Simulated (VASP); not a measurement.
# CoO (I4/mmm) in VASP: notebook, part 2 of 2

VASP 6.6.1. The steps go on from the part before.

## 3. Single point, PBE, collinear spin, ferromagnetic start

Contents of INCAR:

```
PREC = Accurate
ENCUT = 520
EDIFF = 1E-6
ISMEAR = -1
SIGMA = 0.05
LREAL = F
LASPH = T
NELM = 150
ALGO = Normal
ISIF = 2
LWAVE = F
LCHARG = F
ISPIN = 2
MAGMOM = 2 0
LORBIT = 11
LMAXMIX = 4
GGA = PE
NBANDS = 18
```

Contents of KPOINTS:

```
regular mesh
0
Gamma
  12 12 12
```

Contents of POSCAR:

```
CoO
1.0
   -1.5080004400      1.5080004400      2.1072503600
    1.5080004400     -1.5080004400      2.1072503600
    1.5080004400      1.5080004400     -2.1072503600
Co O
1 1
Direct
    0.0000000000      0.0000000000      0.0000000000
    0.5000000000      0.5000000000      0.0000000000
```

Potentials or basis: VASP PAW PBE potentials, release 64 (Co, O).

The run is started by

```bash
$ cat potpaw_PBE.64/Co/POTCAR potpaw_PBE.64/O/POTCAR > POTCAR
$ mpirun -np 1 vasp_std > vasp.out
```

OUTCAR:

```text
PREC = Accurate
   ENCUT = 520
   EDIFF = 1E-6
   ISMEAR = -1
   LREAL = F
   LASPH = T
   NELM = 150
   ISIF = 2
   ISPIN = 2
   LORBIT = 11
   GGA = PE

 ion  position               nearest neighbor table
   1  0.000  0.000  0.000-   2 2.11   2 2.11   2 2.13   2 2.13   2 2.13   2 2.13
   2  0.500  0.500  0.000-   1 2.11   1 2.11   1 2.13   1 2.13   1 2.13   1 2.13

  LATTYP: Found a body centered tetragonal cell.
 ALAT       =     3.0160008800
 C/A-ratio  =     1.3973804676

  Lattice vectors:

 A1 = (  -1.5080004400,   1.5080004400,   2.1072503600)
 A2 = (   1.5080004400,  -1.5080004400,   2.1072503600)
 A3 = (   1.5080004400,   1.5080004400,  -2.1072503600)

Analysis of symmetry for initial positions (statically):
=====================================================================
 Subroutine PRICEL returns:
 Original cell was already a primitive cell.

 Routine SETGRP: Setting up the symmetry group for a
 body centered tetragonal supercell.

[... 701 lines left out ...]
      3       5.4413      1.00000
      4       5.4413      1.00000
      5       6.8919      1.00000
      6       6.8920      1.00000
[... 493 lines left out ...]
     17      35.8051      0.00000
     18      37.4164      0.00000

 [... further k-points ...]

------------------------ aborting loop because EDIFF is reached ----------------------------------------

  FORCE on cell =-STRESS in cart. coord.  units (eV):
  Direction    XX          YY          ZZ          XY          YZ          ZX
  --------------------------------------------------------------------------------------
  -------------------------------------------------------------------------------------
  Total       -0.0646829     -0.0646829     -0.0481280      0.0000000     -0.0000000      0.0000000
  in kB       -5.4065603     -5.4065603     -4.0228044      0.0000000     -0.0000000      0.0000000
  external PRESSURE =      -4.9453083 kB  Pullay stress =       0.0000000 kB

 VOLUME and BASIS-vectors are now :
 -----------------------------------------------------------------------------
  energy-cutoff  :      520.00
  volume of cell :       19.17
      direct lattice vectors                 reciprocal lattice vectors
    -1.508000440  1.508000440  2.107250360     0.000000000  0.331564890  0.237276030
     1.508000440 -1.508000440  2.107250360     0.331564890  0.000000000  0.237276030
     1.508000440  1.508000440 -2.107250360     0.331564890  0.331564890  0.000000000

 POSITION                                       TOTAL-FORCE (eV/Angst)
 -----------------------------------------------------------------------------------
      0.00000      0.00000      0.00000        -0.000000      0.000000      0.000000
      0.00000      0.00000      2.10725         0.000000     -0.000000      0.000000
 -----------------------------------------------------------------------------------
    total drift:                               -0.000000      0.000000     -0.000000

  FREE ENERGIE OF THE ION-ELECTRON SYSTEM (eV)
  ---------------------------------------------------
  free  energy   TOTEN  =       -13.0634650638 eV

  energy  without entropy=      -13.0284206410  energy(sigma->0) =      -13.04594285

 total charge

# of ion       s       p       d       tot
------------------------------------------
    1        0.296   0.361   7.150   7.808
    2        1.556   3.427   0.000   4.983
--------------------------------------------------
tot          1.852   3.789   7.150  12.791

 magnetization (x)

# of ion       s       p       d       tot
------------------------------------------
    1        0.021   0.018   2.503   2.542
    2        0.029   0.264   0.000   0.292
--------------------------------------------------
tot          0.049   0.282   2.503   2.834
```

OSZICAR:

```text
N       E                     dE             d eps       ncg     rms          rms(c)
DAV:   1     0.769028061260E+02    0.76903E+02   -0.65429E+03 12190   0.961E+02
DAV:   2    -0.106758270706E+02   -0.87579E+02   -0.75800E+02 12410   0.221E+02
DAV:   3    -0.153974325389E+02   -0.47216E+01   -0.45591E+01 13816   0.547E+01
DAV:   4    -0.154456756394E+02   -0.48243E-01   -0.48201E-01 14356   0.527E+00
DAV:   5    -0.154468172569E+02   -0.11416E-02   -0.11414E-02 14618   0.809E-01    0.166E+01
DAV:   6    -0.143247816339E+02    0.11220E+01   -0.16339E+01 15026   0.602E+01    0.200E+01
DAV:   7    -0.131762438917E+02    0.11485E+01   -0.70388E+00 14672   0.471E+01    0.814E+00
DAV:   8    -0.130791890666E+02    0.97055E-01   -0.39718E-01 16940   0.973E+00    0.418E+00
DAV:   9    -0.130807005716E+02   -0.15115E-02   -0.23830E-01 17356   0.818E+00    0.280E+00
DAV:  10    -0.130659321652E+02    0.14768E-01   -0.74776E-02 17210   0.512E+00    0.753E-01
DAV:  11    -0.130629950199E+02    0.29371E-02   -0.24763E-02 16228   0.234E+00    0.349E-01
DAV:  12    -0.130634619155E+02   -0.46690E-03   -0.64010E-03 17044   0.889E-01    0.201E-01
DAV:  13    -0.130636340068E+02   -0.17209E-03   -0.46439E-04 16124   0.299E-01    0.188E-01
DAV:  14    -0.130635749454E+02    0.59061E-04   -0.52090E-05 16562   0.123E-01    0.151E-01
DAV:  15    -0.130634626010E+02    0.11234E-03   -0.19702E-04 15108   0.337E-01    0.468E-02
DAV:  16    -0.130634635865E+02   -0.98549E-06   -0.53303E-05 17458   0.769E-02    0.178E-02
DAV:  17    -0.130634647048E+02   -0.11183E-05   -0.42788E-06 12540   0.196E-02    0.135E-02
DAV:  18    -0.130634650638E+02   -0.35901E-06   -0.35134E-06 10056   0.325E-02
   1 F= -.13063465E+02 E0= -.13045943E+02  d E =-.350444E-01  mag=     2.8845
```

stdout:

```text
POSCAR found type information on POSCAR CoO
 POSCAR found :  2 types and       2 ions
 scaLAPACK will be used
 LDA part: xc-table for (Slater+PW92), standard interpolation
 POSCAR, INCAR and KPOINTS ok, starting setup
 FFT: planning ... GRIDC
 FFT: planning ... GRID_SOFT
 FFT: planning ... GRID
 WAVECAR not read
 entering main loop
```

Wall time 89 s (1 thread of Intel Xeon Platinum 8259CL at 2.50GHz (Skylake/Cascade Lake), shared host); peak memory 0.21 GiB.

What came out:

| Quantity | Value |
| --- | --- |
| Free energy | -13.0635 eV |
| Pressure | -0.5 GPa |
| Net moment | 2.88 μB per cell |
| Site moments | Co +2.54; O +0.29 μB |
| Valence electrons inside the program's atomic spheres | Co 7.81; O 4.98 |

Stress tensor (GPa, compression positive):
```
-0.54  0.00  0.00
 0.00 -0.54  0.00
 0.00  0.00 -0.40
```

Caveat: a cell with one magnetic atom can't hold antiferromagnetic order, which such compounds often take; semilocal functionals often make such compounds metallic where correlation or magnetic order opens a gap, which also shifts bond lengths.

## 4. Single point, PBE, collinear spin, ferromagnetic start

Contents of INCAR:

```
SYSTEM = CoO
PREC = Accurate
ENCUT = 520
EDIFF = 1E-7
ISMEAR = -1
SIGMA = 0.05
LREAL = .False.
LASPH = .True.
NELM = 150
ALGO = Normal
ISIF = 2
LWAVE = .False.
LCHARG = .False.
ISPIN = 2
MAGMOM = 1.71 0
LORBIT = 11
LMAXMIX = 4
GGA = PE
NBANDS = 18
```

Contents of KPOINTS:

```
regular mesh
0
Gamma
  12 12 12
  0 0 0
```

POSCAR is that of step 3.

Potentials or basis: VASP PAW PBE potentials, release 64 (Co, O).

The run is started by

```bash
$ cat potpaw_PBE.64/Co/POTCAR potpaw_PBE.64/O/POTCAR > POTCAR
$ mpirun -np 1 vasp_std > vasp.out
```

OUTCAR:

```text
SYSTEM = CoO
   PREC = Accurate
   ENCUT = 520
   EDIFF = 1E-7
   ISMEAR = -1
   LREAL = .False.
   LASPH = .True.
   NELM = 150
   ISIF = 2
   ISPIN = 2
   LORBIT = 11
   GGA = PE

 ion  position               nearest neighbor table
   1  0.000  0.000  0.000-   2 2.11   2 2.11   2 2.13   2 2.13   2 2.13   2 2.13
   2  0.500  0.500  0.000-   1 2.11   1 2.11   1 2.13   1 2.13   1 2.13   1 2.13

  LATTYP: Found a body centered tetragonal cell.
 ALAT       =     3.0160008800
 C/A-ratio  =     1.3973804676

  Lattice vectors:

 A1 = (  -1.5080004400,   1.5080004400,   2.1072503600)
[... 1223 lines left out ...]

 VOLUME and BASIS-vectors are now :
 -----------------------------------------------------------------------------
  energy-cutoff  :      520.00
  volume of cell :       19.17
      direct lattice vectors                 reciprocal lattice vectors
    -1.508000440  1.508000440  2.107250360     0.000000000  0.331564890  0.237276030
     1.508000440 -1.508000440  2.107250360     0.331564890  0.000000000  0.237276030
     1.508000440  1.508000440 -2.107250360     0.331564890  0.331564890  0.000000000

 POSITION                                       TOTAL-FORCE (eV/Angst)
 -----------------------------------------------------------------------------------
      0.00000      0.00000      0.00000        -0.000000      0.000000      0.000000
      0.00000      0.00000      2.10725         0.000000     -0.000000      0.000000
 -----------------------------------------------------------------------------------
    total drift:                               -0.000000      0.000000     -0.000000

  FREE ENERGIE OF THE ION-ELECTRON SYSTEM (eV)
  ---------------------------------------------------
  free  energy   TOTEN  =       -13.0634650216 eV

  energy  without entropy=      -13.0284304053  energy(sigma->0) =      -13.04594771

 total charge

# of ion       s       p       d       tot
------------------------------------------
    1        0.296   0.361   7.150   7.808
    2        1.556   3.427   0.000   4.983
--------------------------------------------------
tot          1.852   3.789   7.150  12.791

 magnetization (x)

# of ion       s       p       d       tot
------------------------------------------
    1        0.021   0.018   2.504   2.542
    2        0.029   0.264   0.000   0.293
--------------------------------------------------
tot          0.049   0.282   2.504   2.835
```

stdout:

```text
POSCAR found type information on POSCAR CoO
 POSCAR found :  2 types and       2 ions
 scaLAPACK will be used
 LDA part: xc-table for (Slater+PW92), standard interpolation
 POSCAR, INCAR and KPOINTS ok, starting setup
 FFT: planning ... GRIDC
 FFT: planning ... GRID_SOFT
 FFT: planning ... GRID
 WAVECAR not read
 entering main loop
```

It took 98 s on 1 thread of Intel Xeon Platinum 8259CL at 2.50GHz (Skylake/Cascade Lake), shared host; peak memory 0.21 GiB.

What came out:

* Free energy: -13.0635 eV
* Pressure: -0.6 GPa
* Net moment: 2.88 μB per cell
* Site moments: Co +2.54; O +0.29 μB
* Valence electrons inside the program's atomic spheres: Co 7.81; O 4.98

Caveat: a cell with one magnetic atom can't hold antiferromagnetic order, which such compounds often take; semilocal functionals often make such compounds metallic where correlation or magnetic order opens a gap, which also shifts bond lengths. With open d or f shells a metallic result of PBE can be an artefact of self-interaction; +U or a hybrid may open a gap.
